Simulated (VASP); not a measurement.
# Ni3Ge (Pm-3m) in VASP: notebook

The runs below take Ni3Ge through single point, with r2SCAN+D4.

Everything below comes from runs of VASP 6.6.1. Logs are shortened: lines on timing, memory, paths and dates and some standing lists are left out, and cuts for length are marked.

### Step 1. The cell of the first run

The structure is cubic, space group Pm-3m (No. 221). Conventional cell: a = 3.530 Å, b = 3.530 Å, c = 3.530 Å, α = 90.00°, β = 90.00°, γ = 90.00°. Ni (site symmetry 4/mmm) has 8 Ni at 2.50 Å and 4 Ge at 2.50 Å within 3.3 Å. Ge (site symmetry m-3m) has 12 Ni at 2.50 Å within 3.3 Å.

### Step 2. Single point, r2SCAN+D4, collinear spin, ferromagnetic start

POSCAR

```
Ni3Ge
1.0
    3.5303340000      0.0000000000      0.0000000000
    0.0000000000      3.5303340000      0.0000000000
    0.0000000000      0.0000000000      3.5303340000
Ni Ge
3 1
Direct
    0.5000000000      0.0000000000      0.5000000000
    0.0000000000      0.5000000000      0.5000000000
    0.5000000000      0.5000000000      0.0000000000
    0.0000000000      0.0000000000      0.0000000000
```

INCAR.step1

```
PREC     = Accurate       # precision mode
ENCUT    = 520            # plane-wave cutoff, eV
ISMEAR   = -1             # smearing method
SIGMA    = 0.2            # smearing width, eV
LREAL    = False          # projectors in reciprocal space
LASPH    = True           # aspherical terms in the spheres
NELM     = 150            # most SCF steps
ISPIN    = 2              # spin polarisation
MAGMOM   = 1.3 1.3 1.3 0.28 # initial moments
NUPDOWN  = 4.0            # fixed moment
LMAXMIX  = 4              # l up to which the mixer works
NBANDS   = 34             # bands
GGA      = PE             # functional
ALGO     = Normal         # electronic algorithm
EDIFF    = 1E-4           # SCF threshold, eV
LWAVE    = True           # write WAVECAR
LCHARG   = False          # write CHGCAR
```

INCAR.step2

```
PREC     = Accurate       # precision mode
ENCUT    = 520            # plane-wave cutoff, eV
EDIFF    = 1E-7           # SCF threshold, eV
ISMEAR   = -1             # smearing method
SIGMA    = 0.2            # smearing width, eV
LREAL    = False          # projectors in reciprocal space
LASPH    = True           # aspherical terms in the spheres
NELM     = 150            # most SCF steps
ALGO     = Normal         # electronic algorithm
ISIF     = 2              # what is computed and relaxed
LWAVE    = False          # write WAVECAR
LCHARG   = False          # write CHGCAR
ISPIN    = 2              # spin polarisation
MAGMOM   = 1.3 1.3 1.3 0.28 # initial moments
LORBIT   = 11             # projections on sites
NUPDOWN  = 4.0            # fixed moment
LMAXMIX  = 4              # l up to which the mixer works
METAGGA  = R2SCAN         # meta-GGA
LMIXTAU  = True         
IVDW     = 13             # dispersion correction
VDW_S6   = 1.0          
VDW_S8   = 0.6018749    
VDW_A1   = 0.51559235   
VDW_A2   = 5.77342911   
NBANDS   = 34             # bands
ISTART   = 1
```

KPOINTS

```
Automatic mesh
0
Gamma
  7 7 7
  0.5 0.5 0.5
```

Potentials or basis: VASP PAW PBE potentials, release 64 (Ni, Ge_d).

On the command line:

```
> cat potpaw_PBE.64/Ni/POTCAR potpaw_PBE.64/Ge_d/POTCAR > POTCAR
> cp INCAR.step1 INCAR
> mpirun -np 1 vasp_std > vasp.out
> cp INCAR.step2 INCAR
> mpirun -np 1 vasp_std > vasp.out
```

OUTCAR:

```text
PREC = Accurate
   ENCUT = 520
   EDIFF = 1E-7
   ISMEAR = -1
   LREAL = False
   LASPH = True
   NELM = 150
   ISIF = 2
   ISPIN = 2
   LORBIT = 11
   NUPDOWN = 4.0
   METAGGA = R2SCAN
   IVDW = 13
   ISTART = 1

 ion  position               nearest neighbor table
   1  0.500  0.000  0.500-   2 2.50   3 2.50   4 2.50   3 2.50   4 2.50   2 2.50   3 2.50   3 2.50
                             2 2.50   4 2.50   4 2.50   2 2.50
   2  0.000  0.500  0.500-   1 2.50   3 2.50   4 2.50   3 2.50   4 2.50   1 2.50   4 2.50   4 2.50
                             1 2.50   3 2.50   3 2.50   1 2.50
   3  0.500  0.500  0.000-   1 2.50   2 2.50   4 2.50   1 2.50   2 2.50   1 2.50   4 2.50   1 2.50
                             2 2.50   4 2.50   2 2.50   4 2.50
   4  0.000  0.000  0.000-   1 2.50   2 2.50   3 2.50   1 2.50   2 2.50   2 2.50   3 2.50   2 2.50
                             1 2.50   3 2.50   1 2.50   3 2.50

  LATTYP: Found a simple cubic cell.
 ALAT       =     3.5303340000

  Lattice vectors:

 A1 = (   3.5303340000,   0.0000000000,   0.0000000000)
 A2 = (   0.0000000000,   3.5303340000,   0.0000000000)
 A3 = (   0.0000000000,   0.0000000000,   3.5303340000)

Analysis of symmetry for initial positions (statically):
=====================================================================
 Subroutine PRICEL returns:
 Original cell was already a primitive cell.

 Routine SETGRP: Setting up the symmetry group for a
 simple cubic supercell.

 Subroutine GETGRP returns: Found 48 space group operations
 (whereof 48 operations were pure point group operations)
 out of a pool of 48 trial point group operations.

The static configuration has the point symmetry O_h .

Analysis of symmetry for dynamics (positions and initial velocities):
=====================================================================
 Subroutine PRICEL returns:
 Original cell was already a primitive cell.

 Routine SETGRP: Setting up the symmetry group for a
 simple cubic supercell.

 Subroutine GETGRP returns: Found 48 space group operations
 (whereof 48 operations were pure point group operations)
 out of a pool of 48 trial point group operations.

The dynamic configuration has the point symmetry O_h .

Analysis of structural, dynamic, and magnetic symmetry:
=====================================================================
 Subroutine PRICEL returns:
 Original cell was already a primitive cell.

 Routine SETGRP: Setting up the symmetry group for a
 simple cubic supercell.

 Subroutine GETGRP returns: Found 48 space group operations
 (whereof 48 operations were pure point group operations)
 out of a pool of 48 trial point group operations.

The overall configuration has the point symmetry O_h .

 Subroutine INISYM returns: Found 48 space group operations
 (whereof 48 operations are pure point group operations),
 and found     1 'primitive' translations

----------------------------------------------------------------------------------------

                                     Primitive cell

  volume of cell :      43.9995

  direct lattice vectors                    reciprocal lattice vectors
     3.530334000  0.000000000  0.000000000     0.283259318  0.000000000  0.000000000
     0.000000000  3.530334000  0.000000000     0.000000000  0.283259318  0.000000000
     0.000000000  0.000000000  3.530334000     0.000000000  0.000000000  0.283259318

  length of vectors
     3.530334000  3.530334000  3.530334000     0.283259318  0.283259318  0.283259318

  position of ions in fractional coordinates (direct lattice)
     0.500000000  0.000000000  0.500000000
     0.000000000  0.500000000  0.500000000
     0.500000000  0.500000000  0.000000000
     0.000000000  0.000000000  0.000000000

  ion indices of the primitive-cell ions
   primitive index   ion index
                 1           1
                 2           2
                 3           3
                 4           4

----------------------------------------------------------------------------------------

 KPOINTS: Automatic mesh

Automatic generation of k-mesh.
 Grid dimensions read from file:
 generate k-points for:    7    7    7

 Generating k-lattice:

  Cartesian coordinates                     Fractional coordinates (reciprocal lattice)
     0.040465617  0.000000000  0.000000000     0.142857143  0.000000000  0.000000000
     0.000000000  0.040465617  0.000000000     0.000000000  0.142857143  0.000000000
     0.000000000  0.000000000  0.040465617     0.000000000  0.000000000  0.142857143

  Length of vectors
     0.040465617  0.040465617  0.040465617

  Shift w.r.t. Gamma in fractional coordinates (k-lattice)
     0.500000000  0.500000000  0.500000000

 Subroutine IBZKPT returns following result:
 ===========================================

 Found     20 irreducible k-points:

 Following reciprocal coordinates:
            Coordinates               Weight
  0.071429  0.071429  0.071429      8.000000
  0.214286  0.071429  0.071429     24.000000
  0.357143  0.071429  0.071429     24.000000
  0.500000  0.071429  0.071429     12.000000
  0.214286  0.214286  0.071429     24.000000
  0.357143  0.214286  0.071429     48.000000
[... 12 lines left out ...]
  0.500000  0.500000  0.357143      6.000000
  0.500000  0.500000  0.500000      1.000000
   k-points           NKPTS =     20   k-points in BZ     NKDIM =     20   number of bands    NBANDS=     34
   number of dos      NEDOS =    301   number of ions     NIONS =      4
   total plane-waves  NPLWV =  21952
   dimension x,y,z NGX =    28 NGY =   28 NGZ =   28
   dimension x,y,z NGXF=    56 NGYF=   56 NGZF=   56
   ions per type =               3   1
   NGX,Y,Z   is equivalent  to a cutoff of  13.19, 13.19, 13.19 a.u.
   NGXF,Y,Z  is equivalent  to a cutoff of  26.37, 26.37, 26.37 a.u.
 SYSTEM =  unknown system
   PREC   = accura    normal or accurate (medium, high low for compatibility)
   ISTART =      1    job   : 0-new  1-cont  2-samecut
   ICHARG =      0    charge: 1-file 2-atom 10-const
   ISPIN  =      2    spin polarized calculation?
   LNONCOLLINEAR =      F non collinear calculations
   LSORBIT =      F    spin-orbit coupling
   LASPH  =      T    aspherical Exc in radial PAW
   ENCUT  =  520.0 eV  38.22 Ry    6.18 a.u.   6.56  6.56  6.56*2*pi/ulx,y,z
   NELM   =    150;   NELMIN=  2; NELMDL=  0     # of ELM steps
   EDIFF  = 0.1E-06   stopping-criterion for ELM
   LREAL  =      F    real-space projection
   EDIFFG = 0.1E-05   stopping-criterion for IOM
   NSW    =      0    number of steps for IOM
   IBRION =     -1    ionic relax: 0-MD 1-quasi-New 2-CG
   NFREE  =      0    steps in history (QN), initial steepest desc. (CG)
   ISIF   =      2    stress and relaxation
   ISYM   =      2    0-nonsym 1-usesym 2-fastsym
   POTIM  = 0.5000    time-step for ionic-motion
   TEBEG  =    0.0;   TEEND  =   0.0 temperature during run
   PSTRESS=    0.0 pullay stress
   NELECT =      44.0000    total number of electrons
   NUPDOWN=       4.0000    fix difference up-down
   EMIN   =  10.00;   EMAX   =-10.00  energy-range for DOS
   EFERMI =   0.00;   METHOD = LEGACY
   ISMEAR =    -1;   SIGMA  =   0.20  broadening in eV -4-tet -1-fermi 0-gaus
   EFERMI_NEDOS =   21; number of points for ismear=-14 and -15
   IALGO  =     38    algorithm
   IMIX   =      4    mixing-type and parameters
     AMIX     =   0.40;   BMIX     =  1.00
     AMIX_MAG =   1.60;   BMIX_MAG =  1.00
  volume/ion in A,a.u.               =      11.00        74.23
  Fermi-wavevector in a.u.,A,eV,Ry     =   1.637105  3.093680 36.465158  2.680114
  Thomas-Fermi vector in A             =   2.728300
   LORBIT       =     11    0 simple, 1 ext, 2 COOP (PROOUT), +10 PAW based schemes
   METAGGA = R2SCAN    functional components
   LHFCALC =     F    Hartree Fock is set to
   AEXX    =    0.0000 exact exchange contribution
   IVDW    =    13    specifies the selected vdW correction
   LEPSILON=     F    determine dielectric tensor
   LRPA    =     F    only Hartree local field effects (RPA)
 spin polarized calculation
  energy-cutoff  :      520.00
  volume of cell :       44.00
 maximum number of plane-waves:      1208
 NGX is ok and might be reduce to    28
   NGX = 13   NGY = 13   NGZ = 13

 number of electron      43.9999972 magnetization       3.9999998

 Free energy of the ion-electron system (eV)
  ---------------------------------------------------
  ext. energy  EPLUGINS =         0.00000000
  ---------------------------------------------------
  free energy    TOTEN  =       -48.91894720 eV

  energy without entropy =      -48.39843501  energy(sigma->0) =      -48.65869110

 E-fermi :   9.6377     XC(G=0): -14.7942

 val. band max:       12.2818470173   @ k =   0.5000   0.5000   0.2143
 cond. band min:       9.6504960637   @ k =   0.3571   0.2143   0.0714
 fundamental gap:     -2.6313509536
 Fermi energy:        12.2934048298

 spin component 1

 k-point     1 :       0.0714    0.0714    0.0714
  band No.  band energies     occupation
      1     -14.4611      1.00000
      2     -14.4611      1.00000
      3     -14.4491      1.00000
      4     -14.4491      1.00000
      5     -14.4490      1.00000
      6      -2.7670      1.00000
[... 729 lines left out ...]
     33      31.7111      0.00000
     34      31.7112      0.00000
 Fermi energy:         9.6376673148

 spin component 2

 k-point     1 :       0.0714    0.0714    0.0714
  band No.  band energies     occupation
      1     -14.3792      1.00000
      2     -14.3792      1.00000
      3     -14.3668      1.00000
      4     -14.3668      1.00000
      5     -14.3668      1.00000
      6      -2.2926      1.00000
[... 729 lines left out ...]
     33      31.9664      0.00000
     34      31.9665      0.00000

------------------------ aborting loop because EDIFF is reached ----------------------------------------

  DFT-D4 for vdW energy calculation

  Edisp (eV):   -0.67373

  FORCE on cell =-STRESS in cart. coord.  units (eV):
  Direction    XX          YY          ZZ          XY          YZ          ZX
  --------------------------------------------------------------------------------------
  -------------------------------------------------------------------------------------
  Total       4.23696     4.23696     4.23696    -0.00000    -0.00000    -0.00000
  in kB     154.28268   154.28268   154.28268    -0.00000    -0.00000    -0.00000
  external pressure =      154.28 kB  Pullay stress =        0.00 kB

 VOLUME and BASIS-vectors are now :
 -----------------------------------------------------------------------------
  energy-cutoff  :      520.00
  volume of cell :       44.00
      direct lattice vectors                 reciprocal lattice vectors
     3.530334000  0.000000000  0.000000000     0.283259318  0.000000000  0.000000000
     0.000000000  3.530334000  0.000000000     0.000000000  0.283259318  0.000000000
     0.000000000  0.000000000  3.530334000     0.000000000  0.000000000  0.283259318

 POSITION                                       TOTAL-FORCE (eV/Angst)
 -----------------------------------------------------------------------------------
      1.76517      0.00000      1.76517         0.000000      0.000000      0.000000
      0.00000      1.76517      1.76517         0.000000      0.000000      0.000000
      1.76517      1.76517      0.00000         0.000000      0.000000      0.000000
      0.00000      0.00000      0.00000         0.000000      0.000000      0.000000
 -----------------------------------------------------------------------------------
    total drift:                                0.000000      0.000000      0.000000

  FREE ENERGIE OF THE ION-ELECTRON SYSTEM (eV)
  ---------------------------------------------------
  free  energy   TOTEN  =       -49.5926736908 eV

  energy  without entropy=      -49.0721614994  energy(sigma->0) =      -49.33241760

 total charge

# of ion       s       p       d       tot
------------------------------------------
    1        0.504   0.613   8.305   9.422
    2        0.504   0.613   8.305   9.422
    3        0.504   0.613   8.305   9.422
    4        1.080   1.379  10.134  12.593
--------------------------------------------------
tot          2.594   3.217  35.048  40.859

 magnetization (x)

# of ion       s       p       d       tot
------------------------------------------
    1        0.016   0.061   1.100   1.177
    2        0.016   0.061   1.100   1.177
    3        0.016   0.061   1.100   1.177
    4        0.082   0.231   0.011   0.323
--------------------------------------------------
tot          0.131   0.413   3.311   3.855
```

Wall time 2.3 min (1 thread of Intel Xeon 6975P-C (Granite Rapids), shared host); peak memory 0.2 GiB.

Results:

```
Free energy                                           : -49.5927 eV
Pressure                                              : 15.4 GPa
Net moment                                            : 4.00 μB per cell
Site moments                                          : Ni +1.18; Ge +0.32 μB
Valence electrons inside the program's atomic spheres : Ni 9.42; Ge 12.59
Dispersion energy per atom                            : -0.168 eV
```

Caveat: the PAW data sets were made with another functional, which shifts forces and pressure a little; the total moment is fixed, so each spin has its own Fermi level.

### Step 3. Single point, r2SCAN+D4, collinear spin, ferromagnetic start

POSCAR is that of step 2.

INCAR.step1

```
SYSTEM = Ni3Ge
ALGO     = Normal         ! electronic algorithm
EDIFF    = 1E-4           ! SCF threshold, eV
ENCUT    = 520            ! plane-wave cutoff, eV
GGA      = PE             ! functional
ISMEAR   = -1             ! smearing method
ISPIN    = 2              ! spin polarisation
LASPH    = .TRUE.         ! aspherical terms in the spheres
LCHARG   = .FALSE.        ! write CHGCAR
LMAXMIX  = 4              ! l up to which the mixer works
LREAL    = .FALSE.        ! projectors in reciprocal space
LWAVE    = .TRUE.         ! write WAVECAR
MAGMOM   = 1.65 1.65 1.65 0.48 ! initial moments
NBANDS   = 34             ! bands
NELM     = 150            ! most SCF steps
NUPDOWN  = 5.4            ! fixed moment
PREC     = Accurate       ! precision mode
SIGMA    = 0.2            ! smearing width, eV
```

INCAR.step2

```
SYSTEM = Ni3Ge
ALGO     = Normal         ! electronic algorithm
EDIFF    = 1E-6           ! SCF threshold, eV
ENCUT    = 520            ! plane-wave cutoff, eV
ISIF     = 2              ! what is computed and relaxed
ISMEAR   = -1             ! smearing method
ISPIN    = 2              ! spin polarisation
ISTART   = 1            
IVDW     = 13             ! dispersion correction
LASPH    = .TRUE.         ! aspherical terms in the spheres
LCHARG   = .FALSE.        ! write CHGCAR
LMAXMIX  = 4              ! l up to which the mixer works
LMIXTAU  = .TRUE.       
LORBIT   = 11             ! projections on sites
LREAL    = .FALSE.        ! projectors in reciprocal space
LWAVE    = .FALSE.        ! write WAVECAR
MAGMOM   = 1.65 1.65 1.65 0.48 ! initial moments
METAGGA  = R2SCAN         ! meta-GGA
NBANDS   = 34             ! bands
NELM     = 150            ! most SCF steps
NUPDOWN  = 5.4            ! fixed moment
PREC     = Accurate       ! precision mode
SIGMA    = 0.2            ! smearing width, eV
VDW_A1   = 0.51559235   
VDW_A2   = 5.77342911   
VDW_S6   = 1.0          
VDW_S8   = 0.6018749
```

KPOINTS is that of step 2.

Potentials or basis: VASP PAW PBE potentials, release 64 (Ni, Ge_d).

On the command line:

```
> cat potpaw_PBE.64/Ni/POTCAR potpaw_PBE.64/Ge_d/POTCAR > POTCAR
> cp INCAR.step1 INCAR
> mpirun -np 1 vasp_std > vasp.out
> cp INCAR.step2 INCAR
> mpirun -np 1 vasp_std > vasp.out
```

Run time: 2.5 min. Hardware: 1 thread of Intel Xeon 6975P-C (Granite Rapids), shared host; peak memory 0.21 GiB.

It converged, with:

| Quantity | Value |
| --- | --- |
| Free energy | -47.0875 eV |
| Pressure | 28.1 GPa |
| Net moment | 5.40 μB per cell |
| Site moments | Ni +1.51; Ge +0.55 μB |
| Valence electrons inside the program's atomic spheres | Ni 9.38; Ge 12.67 |
| Dispersion energy per atom | -0.168 eV |

Caveat: the PAW data sets were made with another functional, which shifts forces and pressure a little; the total moment is fixed, so each spin has its own Fermi level.
